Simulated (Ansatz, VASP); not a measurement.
## One calculation of Si, two programs

INCAR

```
  PREC = Accurate
  ENCUT = 500
  EDIFF = 1E-7
  ISMEAR = 0
  SIGMA = 0.01
  LREAL = False
  LASPH = True
  NELM = 120
  ALGO = Normal
  ISIF = 3
  LWAVE = False
  LCHARG = False
  GGA = RP
  IBRION = 2
  NSW = 100
  EDIFFG = -0.005
  GGA_COMPAT = False
  NELMIN = 4
```

KPOINTS

```
Automatic mesh
0
Gamma
  6 6 6
```

Contents of POSCAR:

```
Si
1.0
    0.0000000000      2.7135600000      2.7135600000
    2.7135600000      0.0000000000      2.7135600000
    2.7135600000      2.7135600000      0.0000000000
Si
2
Direct
    0.2500000000      0.2500000000      0.2500000000
    1.0000000000      1.0000000000      1.0000000000
```

Input for Ansatz:

```yaml
crystal:
  lattice:
    bravais: fcc
    a: 5.42712
  space_group: 227
  setting:
    origin_choice: 1
  atoms:
    - { symbol: Si, position: [0.25, 0.25, 0.25] }
  reduce_to_primitive: true
basis:
  ecutwfc: 550.0
kpoints:
  mp_grid:
    grid: [6, 6, 6]
hamiltonian:
  xc: rpbe
  dispersion: none
scf:
  occupations:
    method: fixed
relax:
  f_tol: 0.005
  max_steps: 100
  cell: {}
```

Alike in both runs: task relaxation of cell and atoms; functional RPBE; k mesh 6 × 6 × 6; no spin polarisation.

```csv
,VASP,Ansatz
version,VASP 6.6.1,Ansatz 0.2.0
potentials or method,"VASP PAW PBE potentials, release 64 (Si), cutoff 500 eV","plane waves, PAW"
occupations,"gaussian, width 0.01 eV",fixed
valence electrons in the cell,8,8
```

VASP gave:

| Quantity | Value |
| --- | --- |
| relaxed volume (Å³/atom) | 20.78 |
| relaxed cell length with the largest relative difference (Å) | 3.888 |

Task: Which values does Ansatz return?

Result: Relaxed volume (Å³/atom): 20.84; relaxed cell length with the largest relative difference (Å): 3.891.

VASP's potentials were made for PBE, not for RPBE.
